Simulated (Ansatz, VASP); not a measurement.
In in VASP and in Ansatz

```xyz
1
Lattice="-1.7177 1.7177 2.4478 1.7177 -1.7177 2.4478 1.6725 1.6725 -2.4478" Properties=species:S:1:pos:R:3 pbc="T T T"
In    0.0000    0.0000    0.0000
```

Change from the starting cell: engineering shear strain xy -0.0267, normal strain along z +0.0233.

Alike in both runs: task single point; functional PBE; k mesh 18 × 18 × 18; occupations gaussian, width 0.15 eV; no spin polarisation.

|  | VASP | Ansatz |
| --- | --- | --- |
| version | VASP 6.6.1 | Ansatz 0.2.0 |
| potentials or method | VASP PAW PBE potentials, release 64 (In_d), cutoff 520 eV | scalar-relativistic, plane waves, PAW |
| valence electrons in the cell | 13 | 13 |

```csv
,VASP,Ansatz,Ansatz less VASP
gap on the k mesh at the Fermi level (eV),none,none,-
pressure (GPa),-0.8,-0.8,+0.05
"traceless stress, the component that is largest in VASP (GPa)",-0.20,-0.20,+0.001
```

A gap of «none» marks a metal or a gap that the smearing closes. The functional is the same, so the differences come from potentials, cutoffs and numerics.
